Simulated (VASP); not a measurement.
KBr:

```
K Br
1.0
     3.97587    0.00000    0.00000
     0.00000    3.97587    0.00000
     0.00000    0.00000    3.97587
K Br
1 1
Direct
  0.00000 0.00000 0.00000
  0.50000 0.50000 0.50000
```

Base run:

| Property | Result |
| --- | --- |
| Program | VASP 6.6.1 |
| Functional | PBE0 |
| Potentials or basis | VASP PAW PBE potentials, release 64 (K_sv, Br) |
| Cutoff | 520 eV |
| k mesh | 4 × 4 × 4 |
| Occupations | gaussian, width 0.01 eV |
| Spin | no spin polarisation |

Its results: band gap on the k mesh 5.91 eV (least direct gap 6.22 eV); pressure 0.4 GPa.

Q: The run is repeated on the same cell with these changes: functional from PBE0 to HSE06; further incar settings from ALGO = Normal; EDIFF = 1e-07; NBANDS = 15 to ALGO = Normal; EDIFF = 1e-06; NBANDS = 15. What comes out?

A: Band gap on the k mesh 5.19 eV (least direct gap 5.49 eV); pressure 0.5 GPa.

Caveats: the PAW data sets were made with another functional, which shifts forces and pressure a little.

A k mesh can miss the band edges.
